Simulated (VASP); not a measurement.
GaAs:

```xyz
2
Lattice="0.0000 2.8719 2.8000 2.8719 0.0000 2.8000 2.8719 2.8719 0.0000" Properties=species:S:1:pos:R:3 pbc="T T T"
Ga    0.0000    0.0000    0.0000
As    1.4359    1.4359    1.4000
```

This cell differs from its parent crystal: epitaxial xy strain +1.4%.

Base run:

- Program: VASP 6.6.1
- Functional: PBE
- Potentials or basis: VASP PAW PBE potentials, release 64 (Ga_d, As)
- Cutoff: 520 eV
- k mesh: 8 × 8 × 8
- Occupations: fermi-dirac, width 0.02 eV
- Spin: no spin polarisation

Its results: band gap on the k mesh 0.26 eV; pressure 1.8 GPa.

Question: The run is repeated on the same cell with these changes: functional from PBE to r2SCAN; occupations from fermi-dirac, width 0.02 eV to gaussian, width 0.01 eV. What comes out?

Answer: Band gap on the k mesh 0.72 eV; pressure -1.0 GPa.

Caveats: the PAW data sets were made with another functional, which shifts forces and pressure a little (at least some runs).

A k mesh can miss the band edges.
